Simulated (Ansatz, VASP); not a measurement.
Pt in VASP and in Ansatz

```
Pt
1.0
     0.00000    2.17028    1.85972
     2.17028    0.00000    1.85972
     2.17028    2.17028    0.00000
Pt
1
Direct
  0.00000 0.00000 0.00000
```

Alike in both runs: task single point; functional PBE; k mesh 22 × 22 × 22; occupations gaussian, width 0.15 eV; no spin polarisation.

|  | VASP | Ansatz |
| --- | --- | --- |
| version | VASP 6.6.1 | Ansatz 0.2.0 |
| potentials or method | VASP PAW PBE potentials, release 64 (Pt), cutoff 520 eV | scalar-relativistic, plane waves, PAW |
| valence electrons in the cell | 10 | 18 |

Ansatz gave:

```
gap on the k mesh at the Fermi level (eV)                     : none
pressure (GPa)                                                : -19.5
traceless stress, the component that is largest in VASP (GPa) : 2.70
```

Question: What did VASP give for the same quantities?

Answer: gap on the k mesh at the Fermi level (eV): none; pressure (GPa): -19.8; traceless stress, the component that is largest in VASP (GPa): 2.68.

A gap of «none» marks a metal or a gap that the smearing closes. VASP's potentials hold 10 valence electrons a cell and Ansatz's 18, so a difference there can come from the potentials and not from the codes.

Neither program's run includes spin-orbit coupling.
